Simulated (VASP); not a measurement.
# Hf (P6_3/mmc) in VASP: a series of runs

Runs on Hf. Level: r2SCAN. Tasks: single point, relaxation of volume and atoms at fixed shape.

All numbers are computed with VASP 6.6.1; they aren't measurements. Logs are shortened: lines on timing, memory, paths and dates and some standing lists are left out, and cuts for length are marked.

**1. The cell of the first run**

The structure is hexagonal, space group P6_3/mmc (No. 194). Conventional cell: a = 3.195 Å, b = 3.195 Å, c = 5.056 Å, α = 90.00°, β = 90.00°, γ = 120.00°. Within 4.1 Å of Hf (site symmetry -6m2) lie 12 Hf at 3.13 to 3.20 Å.

**2. Single point, r2SCAN**

POSCAR

```
Hf
1.0
    3.1953602680      0.0000000000      0.0000000000
   -1.5976801340      2.7672631664      0.0000000000
    0.0000000000      0.0000000000      5.0556802839
Hf
2
Direct
    0.3333333333      0.6666666667      0.2500000000
    0.6666666667      0.3333333333      0.7500000000
```

INCAR.step1

```
SYSTEM = Hf
ALGO = Normal ; EDIFF = 1E-5
ENCUT = 550 ; GGA = PE
GGA_COMPAT = .FALSE. ; ISMEAR = -1
LASPH = .TRUE. ; LCHARG = .FALSE.
LREAL = .FALSE. ; LWAVE = .TRUE.
NBANDS = 17 ; NELM = 120
PREC = Accurate ; SIGMA = 0.05
```

INCAR.step2

```
SYSTEM = Hf
ALGO = Normal ; EDIFF = 1E-6
ENCUT = 550 ; GGA_COMPAT = .FALSE.
ISIF = 2 ; ISMEAR = -1
ISTART = 1 ; LASPH = .TRUE.
LCHARG = .FALSE. ; LMIXTAU = .TRUE.
LREAL = .FALSE. ; LWAVE = .FALSE.
METAGGA = R2SCAN ; NBANDS = 17
NELM = 120 ; PREC = Accurate
SIGMA = 0.05
```

KPOINTS

```
k-points
0
G
  8 8 5
  0 0 0
```

Potentials or basis: VASP PAW PBE potentials, release 64 (Hf_pv).

The run is started by

```sh
$ cat potpaw_PBE.64/Hf_pv/POTCAR > POTCAR
$ cp INCAR.step1 INCAR
$ mpirun -np 1 vasp_std > vasp.out
$ cp INCAR.step2 INCAR
$ mpirun -np 1 vasp_std > vasp.out
```

OUTCAR:

```text
SYSTEM = Hf
   EDIFF = 1E-6
   ENCUT = 550
   ISIF = 2
   ISMEAR = -1
   ISTART = 1
   LASPH = .TRUE.
   LREAL = .FALSE.
   METAGGA = R2SCAN
   NELM = 120
   PREC = Accurate

 ion  position               nearest neighbor table
   1  0.333  0.667  0.250-   2 3.13   2 3.13   2 3.13   2 3.13   2 3.13   2 3.13
   2  0.667  0.333  0.750-   1 3.13   1 3.13   1 3.13   1 3.13   1 3.13   1 3.13

  LATTYP: Found a hexagonal cell.
 ALAT       =     3.1953602680
 C/A-ratio  =     1.5821941377

  Lattice vectors:

 A1 = (   3.1953602680,   0.0000000000,   0.0000000000)
 A2 = (  -1.5976801340,   2.7672631664,   0.0000000000)
 A3 = (   0.0000000000,   0.0000000000,   5.0556802839)

Analysis of symmetry for initial positions (statically):
=====================================================================
 Subroutine PRICEL returns:
 Original cell was already a primitive cell.

 Routine SETGRP: Setting up the symmetry group for a
 hexagonal supercell.

 Subroutine GETGRP returns: Found 24 space group operations
 (whereof 12 operations were pure point group operations)
 out of a pool of 24 trial point group operations.

The static configuration has the point symmetry D_3d.
 The point group associated with its full space group is D_6h.

Analysis of symmetry for dynamics (positions and initial velocities):
=====================================================================
 Subroutine PRICEL returns:
 Original cell was already a primitive cell.

 Routine SETGRP: Setting up the symmetry group for a
 hexagonal supercell.

 Subroutine GETGRP returns: Found 24 space group operations
 (whereof 12 operations were pure point group operations)
 out of a pool of 24 trial point group operations.

The dynamic configuration has the point symmetry D_3d.
 The point group associated with its full space group is D_6h.

 Subroutine INISYM returns: Found 24 space group operations
 (whereof 12 operations are pure point group operations),
 and found     1 'primitive' translations

----------------------------------------------------------------------------------------

                                     Primitive cell

  volume of cell :      44.7044

  direct lattice vectors                    reciprocal lattice vectors
     3.195360268  0.000000000  0.000000000     0.312953757  0.180683936  0.000000000
    -1.597680134  2.767263166  0.000000000     0.000000000  0.361367871  0.000000000
     0.000000000  0.000000000  5.055680284     0.000000000  0.000000000  0.197797318

  length of vectors
     3.195360268  3.195360268  5.055680284     0.361367871  0.361367871  0.197797318

  position of ions in fractional coordinates (direct lattice)
     0.333333333  0.666666667  0.250000000
     0.666666667  0.333333333  0.750000000

  ion indices of the primitive-cell ions
   primitive index   ion index
                 1           1
                 2           2

----------------------------------------------------------------------------------------

 KPOINTS: k-points

Automatic generation of k-mesh.
 Grid dimensions read from file:
 generate k-points for:    8    8    5

 Generating k-lattice:

  Cartesian coordinates                     Fractional coordinates (reciprocal lattice)
     0.039119220  0.022585492  0.000000000     0.125000000  0.000000000  0.000000000
     0.000000000  0.045170984  0.000000000     0.000000000  0.125000000  0.000000000
     0.000000000  0.000000000  0.039559464     0.000000000  0.000000000  0.200000000

  Length of vectors
     0.045170984  0.045170984  0.039559464

  Shift w.r.t. Gamma in fractional coordinates (k-lattice)
     0.000000000  0.000000000  0.000000000

 Subroutine IBZKPT returns following result:
 ===========================================

 Found     30 irreducible k-points:

 Following reciprocal coordinates:
            Coordinates               Weight
  0.000000  0.000000  0.000000      1.000000
  0.125000  0.000000  0.000000      6.000000
  0.250000  0.000000  0.000000      6.000000
  0.375000  0.000000  0.000000      6.000000
  0.500000  0.000000  0.000000      3.000000
  0.125000  0.125000  0.000000      6.000000
[... 16 lines left out ...]
  0.250000  0.000000  0.400000     12.000000
  0.375000  0.000000  0.400000     12.000000
 [... further k-points ...]
   k-points           NKPTS =     30   k-points in BZ     NKDIM =     30   number of bands    NBANDS=     17
   number of dos      NEDOS =    301   number of ions     NIONS =      2
   total plane-waves  NPLWV =  23040
   dimension x,y,z NGX =    24 NGY =   24 NGZ =   40
   dimension x,y,z NGXF=    48 NGYF=   48 NGZF=   80
   ions per type =               2
   NGX,Y,Z   is equivalent  to a cutoff of  12.49, 12.49, 13.15 a.u.
   NGXF,Y,Z  is equivalent  to a cutoff of  24.97, 24.97, 26.31 a.u.
 SYSTEM =  Hf
   PREC   = accura    normal or accurate (medium, high low for compatibility)
   ISTART =      1    job   : 0-new  1-cont  2-samecut
   ICHARG =      0    charge: 1-file 2-atom 10-const
   ISPIN  =      1    spin polarized calculation?
   LNONCOLLINEAR =      F non collinear calculations
   LSORBIT =      F    spin-orbit coupling
   LASPH  =      T    aspherical Exc in radial PAW
   ENCUT  =  550.0 eV  40.42 Ry    6.36 a.u.   6.11  6.11  9.67*2*pi/ulx,y,z
   NELM   =    120;   NELMIN=  2; NELMDL=  0     # of ELM steps
   EDIFF  = 0.1E-05   stopping-criterion for ELM
   LREAL  =      F    real-space projection
   EDIFFG = 0.1E-04   stopping-criterion for IOM
   NSW    =      0    number of steps for IOM
   IBRION =     -1    ionic relax: 0-MD 1-quasi-New 2-CG
   NFREE  =      0    steps in history (QN), initial steepest desc. (CG)
   ISIF   =      2    stress and relaxation
   ISYM   =      2    0-nonsym 1-usesym 2-fastsym
   POTIM  = 0.5000    time-step for ionic-motion
   TEBEG  =    0.0;   TEEND  =   0.0 temperature during run
   PSTRESS=    0.0 pullay stress
   NELECT =      20.0000    total number of electrons
   NUPDOWN=      -1.0000    fix difference up-down
   EMIN   =  10.00;   EMAX   =-10.00  energy-range for DOS
   EFERMI =   0.00;   METHOD = LEGACY
   ISMEAR =    -1;   SIGMA  =   0.05  broadening in eV -4-tet -1-fermi 0-gaus
   EFERMI_NEDOS =   21; number of points for ismear=-14 and -15
   IALGO  =     38    algorithm
   IMIX   =      4    mixing-type and parameters
     AMIX     =   0.40;   BMIX     =  1.00
     AMIX_MAG =   1.60;   BMIX_MAG =  1.00
  volume/ion in A,a.u.               =      22.35       150.84
  Fermi-wavevector in a.u.,A,eV,Ry     =   1.252088  2.366103 21.330186  1.567724
  Thomas-Fermi vector in A             =   2.386005
   LORBIT       =      0    0 simple, 1 ext, 2 COOP (PROOUT), +10 PAW based schemes
   METAGGA = R2SCAN    functional components
   LHFCALC =     F    Hartree Fock is set to
   AEXX    =    0.0000 exact exchange contribution
   IVDW    =     0    specifies the selected vdW correction
   LEPSILON=     F    determine dielectric tensor
   LRPA    =     F    only Hartree local field effects (RPA)
 non-spin polarized calculation
  energy-cutoff  :      550.00
  volume of cell :       44.70
 maximum number of plane-waves:      1322
   NGX = 13   NGY = 13   NGZ = 19

 number of electron      20.0000004 magnetization

 Free energy of the ion-electron system (eV)
  ---------------------------------------------------
  ext. energy  EPLUGINS =         0.00000000
  ---------------------------------------------------
  free energy    TOTEN  =       -90.31612810 eV

  energy without entropy =      -90.31108137  energy(sigma->0) =      -90.31360473

 E-fermi :   4.8333     XC(G=0): -12.1579

 val. band max:        4.7494326364   @ k =   0.0000   0.0000   0.4000
 cond. band min:       4.8731090397   @ k =   0.0000   0.0000   0.2000
 fundamental gap:      0.1236764033
 Fermi energy:         4.8333421001

 k-point     1 :       0.0000    0.0000    0.0000
  band No.  band energies     occupation
      1     -27.4172      2.00000
      2     -26.6395      2.00000
      3     -26.6395      2.00000
      4     -26.5215      2.00000
      5     -26.5103      2.00000
      6     -26.5103      2.00000
[... 9 lines left out ...]
     16       7.7642      0.00000
     17      10.4979      0.00000

 k-point     2 :       0.1250    0.0000    0.0000
  band No.  band energies     occupation
      1     -27.3757      2.00000
      2     -26.7262      2.00000
      3     -26.6682      2.00000
      4     -26.6009      2.00000
      5     -26.5405      2.00000
      6     -26.5220      2.00000
[... 9 lines left out ...]
     16       7.4770      0.00000
     17      10.8303      0.00000

 k-point     3 :       0.2500    0.0000    0.0000
  band No.  band energies     occupation
      1     -27.2639      2.00000
      2     -26.9364      2.00000
      3     -26.8083      2.00000
      4     -26.7336      2.00000
      5     -26.5976      2.00000
      6     -26.5532      2.00000
[... 9 lines left out ...]
     16       8.6862      0.00000
     17      11.3183      0.00000

 k-point     4 :       0.3750    0.0000    0.0000
  band No.  band energies     occupation
      1     -27.1460      2.00000
      2     -27.1207      2.00000
      3     -27.0021      2.00000
      4     -26.7955      2.00000
      5     -26.6856      2.00000
      6     -26.5871      2.00000
[... 9 lines left out ...]
     16      10.3235      0.00000
     17      11.5887      0.00000
[... 343 lines left out ...]
      1     -27.1209      2.00000
      2     -26.8834      2.00000
      3     -26.6601      2.00000
      4     -26.6180      2.00000
      5     -26.6021      2.00000
      6     -26.5728      2.00000
[... 9 lines left out ...]
     16       9.3777      0.00000
     17      10.3617      0.00000

 k-point    23 :       0.2500    0.0000    0.4000
  band No.  band energies     occupation
      1     -27.1554      2.00000
      2     -27.0241      2.00000
      3     -26.7706      2.00000
      4     -26.6720      2.00000
      5     -26.6636      2.00000
      6     -26.6162      2.00000
[... 9 lines left out ...]
     16       9.4794      0.00000
     17      10.3703      0.00000

 k-point    24 :       0.3750    0.0000    0.4000
  band No.  band energies     occupation
      1     -27.2629      2.00000
      2     -27.1959      2.00000
      3     -26.7969      2.00000
      4     -26.7244      2.00000
      5     -26.6919      2.00000
      6     -26.6600      2.00000
[... 9 lines left out ...]
     16      10.4133      0.00000
     17      10.8668      0.00000

 [... further k-points ...]

------------------------ aborting loop because EDIFF is reached ----------------------------------------

  FORCE on cell =-STRESS in cart. coord.  units (eV):
  Direction    XX          YY          ZZ          XY          YZ          ZX
  --------------------------------------------------------------------------------------
  -------------------------------------------------------------------------------------
  Total       -0.0955018     -0.0955018     -0.2812949      0.0000000     -0.0000000      0.0000000
  in kB       -3.4227252     -3.4227252    -10.0814388      0.0000000     -0.0000000      0.0000000
  external PRESSURE =      -5.6422964 kB  Pullay stress =       0.0000000 kB

 VOLUME and BASIS-vectors are now :
 -----------------------------------------------------------------------------
  energy-cutoff  :      550.00
  volume of cell :       44.70
      direct lattice vectors                 reciprocal lattice vectors
     3.195360268  0.000000000  0.000000000     0.312953757  0.180683936  0.000000000
    -1.597680134  2.767263166  0.000000000     0.000000000  0.361367871  0.000000000
     0.000000000  0.000000000  5.055680284     0.000000000  0.000000000  0.197797318

 POSITION                                       TOTAL-FORCE (eV/Angst)
 -----------------------------------------------------------------------------------
     -0.00000      1.84484      1.26392         0.000000     -0.000000      0.000000
      1.59768      0.92242      3.79176        -0.000000      0.000000      0.000000
 -----------------------------------------------------------------------------------
    total drift:                                0.000000     -0.000000      0.000000

  FREE ENERGIE OF THE ION-ELECTRON SYSTEM (eV)
  ---------------------------------------------------
  free  energy   TOTEN  =       -90.3161280955 eV

  energy  without entropy=      -90.3110813737  energy(sigma->0) =      -90.31360473
```

It took 64 s on 1 thread of Intel Xeon 8259CL, shared host; peak memory 0.18 GiB.

Results:

| Item | Value |
| --- | --- |
| Free energy | -90.3161 eV |
| Pressure | -0.6 GPa |
| Band gap on the k mesh | zero (band 10 reaches 6.17 eV, above the bottom of band 11 at 4.57 eV) |

Stress tensor (GPa, compression positive):
```
-0.34  0.00  0.00
 0.00 -0.34  0.00
 0.00  0.00 -1.01
```

Levels at points of the mesh, in eV from the Fermi level:
| k point | band 8 | band 9 | band 10 | band 11 | band 12 | band 13 |
| --- | --- | --- | --- | --- | --- | --- |
| (0.00, 0.00, 0.00) | -3.84 | 0.41 | 1.34 | 1.34 | 1.64 | 2.21 |
| (0.50, 0.00, 0.00) | -2.84 | -2.33 | -1.01 | 0.92 | 0.98 | 1.82 |

Caveat: the PAW data sets were made with another functional, which shifts forces and pressure a little; spin-orbit coupling is left out, which moves the levels of the heavy elements.

**3. Relaxation of volume and atoms at fixed shape, r2SCAN**

POSCAR

```
Hf
1.0
    3.1967000000      0.0000000000      0.0000000000
   -1.5983500000      2.7684234083      0.0000000000
    0.0000000000      0.0000000000      5.0578000000
Hf
2
Direct
    0.3333333333      0.6666666667      0.2500000000
    0.6666666667      0.3333333333      0.7500000000
```

INCAR.step1

```
PREC     = Accurate       # precision mode
ENCUT    = 550            # plane-wave cutoff, eV
ISMEAR   = -1             # smearing method
SIGMA    = 0.05           # smearing width, eV
LREAL    = False          # projectors in reciprocal space
LASPH    = True           # aspherical terms in the spheres
NELM     = 120            # most SCF steps
GGA      = PE             # functional
ALGO     = Normal         # electronic algorithm
EDIFF    = 1E-5           # SCF threshold, eV
LWAVE    = True           # write WAVECAR
LCHARG   = False          # write CHGCAR
GGA_COMPAT= False        
IBRION   = 2              # ionic algorithm
ISIF     = 3              # what is computed and relaxed
EDIFFG   = -0.005         # ionic threshold
NELMIN   = 4            
NSW      = 100            # ionic steps
```

INCAR.step2

```
PREC     = Accurate       # precision mode
ENCUT    = 550            # plane-wave cutoff, eV
EDIFF    = 1E-7           # SCF threshold, eV
ISMEAR   = -1             # smearing method
SIGMA    = 0.05           # smearing width, eV
LREAL    = False          # projectors in reciprocal space
LASPH    = True           # aspherical terms in the spheres
NELM     = 120            # most SCF steps
ALGO     = Normal         # electronic algorithm
ISIF     = 8              # what is computed and relaxed
LWAVE    = False          # write WAVECAR
LCHARG   = False          # write CHGCAR
METAGGA  = R2SCAN         # meta-GGA
LMIXTAU  = True         
IBRION   = 2              # ionic algorithm
NSW      = 80             # ionic steps
EDIFFG   = -0.01          # ionic threshold
ISTART   = 1            
GGA_COMPAT= False        
NELMIN   = 4
```

KPOINTS

```
regular mesh
0
Gamma
  8 8 5
```

Potentials or basis: VASP PAW PBE potentials, release 64 (Hf_pv).

The run is started by

```sh
$ cat potpaw_PBE.64/Hf_pv/POTCAR > POTCAR
$ cp INCAR.step1 INCAR
$ mpirun -np 1 vasp_std > vasp.out
$ cp INCAR.step2 INCAR
$ mpirun -np 1 vasp_std > vasp.out
```

It took 5.5 min on 1 thread of Intel Xeon 8259CL, shared host; peak memory 0.18 GiB.

Results (log left out):

* Free energy: -90.3165 eV
* Relaxed volume: 22.24 Å³/atom
* Relaxed cell: a = 3.190 Å, b = 3.190 Å, c = 5.048 Å, α = 90.00°, β = 90.00°, γ = 120.00°
* Space group after relaxing (to 0.05 Å): P6_3/mmc (No. 194)
* Energy gained by relaxing: 0.3 meV/atom
* Ionic steps: 3
* Pressure after relaxing: 0.0 GPa
* Band gap on the k mesh: zero (band 10 reaches 6.21 eV, above the bottom of band 11 at 4.60 eV)

Stress tensor (GPa, compression positive):
```
 0.20  0.00  0.00
 0.00  0.20  0.00
 0.00  0.00 -0.44
```

The path:
| step | energy change (eV) | largest force (eV/Å) | pressure (GPa) | volume (Å³) |
| --- | --- | --- | --- | --- |
| 1 | 0.0000 | 0.0000 | -0.71 | 44.76 |
| 2 | 0.0005 | 0.0000 | 0.95 | 44.12 |
| 3 | -0.0006 | 0.0000 | -0.01 | 44.49 |

Final structure:
```yaml
crystal:
  lattice:
    - [3.19023, 0.00000, 0.00000]
    - [-1.59511, 2.76282, 0.00000]
    - [0.00000, 0.00000, 5.04756]
  atoms:
    - { symbol: Hf, position: [0.33333, 0.66667, 0.25000] }
    - { symbol: Hf, position: [0.66667, 0.33333, 0.75000] }
```

Levels at points of the mesh, in eV from the Fermi level:
```csv
k point,band 7,band 8,band 9,band 10,band 11,band 12,band 13,band 14
"(0.00, 0.00, 0.00)",-7.77,-3.86,0.42,1.34,1.34,1.64,2.22,2.22
"(0.50, 0.00, 0.00)",-3.50,-2.87,-2.34,-1.00,0.93,0.98,1.83,6.25
```

Caveat: the PAW data sets were made with another functional, which shifts forces and pressure a little; spin-orbit coupling is left out, which moves the levels of the heavy elements.
